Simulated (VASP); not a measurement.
Input of a VASP 6.6.1 run:

Contents of INCAR:

```
SYSTEM = Al2O3
ALGO = Normal
EDIFF = 1E-6
ENCUT = 520
ISIF = 2
ISMEAR = 0
LASPH = .True.
LCHARG = .True.
LELF = .True.
LREAL = .False.
LVHAR = .True.
LWAVE = .False.
NBANDS = 35
NELM = 100
PREC = Accurate
SIGMA = 0.1
```

File KPOINTS:

```
k-points
0
Gamma
  6 6 6
  0 0 0
```

File POSCAR:

```
Al2O3
1.0
    2.3790760000      1.3735601700      4.3299000000
   -2.3790760000      1.3735601700      4.3299000000
    0.0000000000     -2.7471203400      4.3299000000
Al O
4 6
Direct
    0.3522900000      0.3522900000      0.3522900000
    0.1477100000      0.1477100000      0.1477100000
    0.6477100000      0.6477100000      0.6477100000
    0.8522900000      0.8522900000      0.8522900000
    0.5562100000      0.9437900000      0.2500000000
    0.2500000000      0.5562100000      0.9437900000
    0.9437900000      0.2500000000      0.5562100000
    0.4437900000      0.0562100000      0.7500000000
    0.7500000000      0.4437900000      0.0562100000
    0.0562100000      0.7500000000      0.4437900000
```

Potentials or basis: VASP PAW LDA potentials, release 64 (Al, O).

Command:

```sh
$ cat potpaw_LDA.64/Al/POTCAR potpaw_LDA.64/O/POTCAR > POTCAR
$ mpirun -np 1 vasp_std > vasp.out
```

Question: Predict the largest force.

Answer: 0.080 eV/Å.

Question: Predict the pressure.

Answer: -4.2 GPa.

Stress tensor (GPa, compression positive):
```
-3.96  0.00  0.00
 0.00 -3.96  0.00
 0.00  0.00 -4.63
```
